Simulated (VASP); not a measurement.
A run of VASP 6.6.1:

Contents of INCAR:

```
  ALGO = Normal
  EDIFF = 1E-6
  ENCUT = 520
  GGA = PE
  ISIF = 2
  ISMEAR = 0
  LASPH = T
  LCHARG = T
  LELF = T
  LREAL = F
  LVHAR = T
  LWAVE = F
  NBANDS = 10
  NELM = 100
  PREC = Accurate
  SIGMA = 0.1
```

KPOINTS

```
k-points
0
Gamma
  12 12 12
```

The input POSCAR:

```
Cs
1.0
   -2.8888167670      2.8888167670      4.1810275171
    2.8888167670     -2.8888167670      4.1810275171
    2.8888167670      2.8888167670     -4.1810275171
Cs
1
Direct
    0.0000000000      0.0000000000      0.0000000000
```

Potentials or basis: VASP PAW PBE potentials, release 64 (Cs_sv).

The run is started by

```console
$ cat potpaw_PBE.64/Cs_sv/POTCAR > POTCAR
$ mpirun -np 1 vasp_std > vasp.out
```

Hardware: 1 thread of Intel(R) Xeon(R) Platinum 8488C (Sapphire Rapids), on a shared host.

Task: Estimate the wall time of this run.

Result: It took 3.4 min on 1 thread of Intel(R) Xeon(R) Platinum 8488C (Sapphire Rapids), with other jobs on the host, peak memory 0.45 GiB. Counts: scf iterations 10, k points 163.
